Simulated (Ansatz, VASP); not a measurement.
HfB2 in VASP and in Ansatz

INCAR

```
PREC     = Accurate       # precision mode
ENCUT    = 520            # plane-wave cutoff, eV
EDIFF    = 1E-8           # SCF threshold, eV
ISMEAR   = -1             # smearing method
SIGMA    = 0.05           # smearing width, eV
LREAL    = False          # projectors in reciprocal space
LASPH    = True           # aspherical terms in the spheres
NELM     = 100            # most SCF steps
ALGO     = Normal         # electronic algorithm
ISIF     = 2              # what is computed and relaxed
LWAVE    = False          # write WAVECAR
LCHARG   = False          # write CHGCAR
GGA      = PE             # functional
LEFG     = True         
NBANDS   = 15             # bands
```

File KPOINTS:

```
regular mesh
0
Gamma
  13 13 11
```

POSCAR

```
HfB2
1.0
    3.1400001005      0.0314000010      0.0314000010
   -1.5428068518      2.7036198544      0.0114931980
    0.0348000000      0.0348000000      3.4800000000
Hf B
1 2
Direct
    0.0000000000      0.0000000000      0.0000000000
    0.3333333333      0.6666666667      0.5000000000
    0.6666666667      0.3333333333      0.5000000000
```

Input for Ansatz:

```yaml
crystal:
  lattice:
    - [3.1400001005, 0.031400001, 0.031400001]
    - [-1.5428068518, 2.7036198544, 0.011493198]
    - [0.0348, 0.0348, 3.48]
  atoms:
    - { symbol: Hf, position: [0.0, 0.0, 0.0] }
    - { symbol: B, position: [0.3333333333, 0.6666666667, 0.5] }
    - { symbol: B, position: [0.6666666667, 0.3333333333, 0.5] }
kpoints:
  mp_grid: { grid: [13, 13, 11] }
scf:
  occupations: { method: fermi_dirac, width: 0.05 }
hamiltonian:
  xc: pbe
  pseudopotentials: { kind: all_electron, datasets: crystal }
output:
  forces: true
  stress: true
  eigenvalues: true
  efg: { contact_densities: true }
```

Change from the starting cell: equal xy, yz and zx shear strains of +2 %, crystal datasets.

Alike in both runs: task electric field gradients; functional PBE; k mesh 13 × 13 × 11; occupations fermi-dirac, width 0.05 eV; no spin polarisation.

|  | VASP | Ansatz |
| --- | --- | --- |
| version | VASP 6.6.1 | Ansatz 0.2.0 |
| potentials or method | VASP PAW PBE potentials, release 64 (Hf_pv, B), cutoff 520 eV | all-electron PAW with datasets made for the crystal, scalar-relativistic |

Ansatz gave:

```
pressure (GPa)                                                : 1.8
traceless stress, the component that is largest in VASP (GPa) : -5.31
rms of the force components (eV/Å)                            : 0.011
size of Vzz on the site where it differs most (V/Å²)          : 136.7
```

Estimate VASP's values.

pressure (GPa): 1.3; traceless stress, the component that is largest in VASP (GPa): -5.33; rms of the force components (eV/Å): 0.010; size of Vzz on the site where it differs most (V/Å²): 103.8.

Atom by atom the forces differ by 0.000 eV/Å (rms over components). Ansatz ran all-electron here, and VASP with PAW potentials.

Spin-orbit coupling is off throughout.
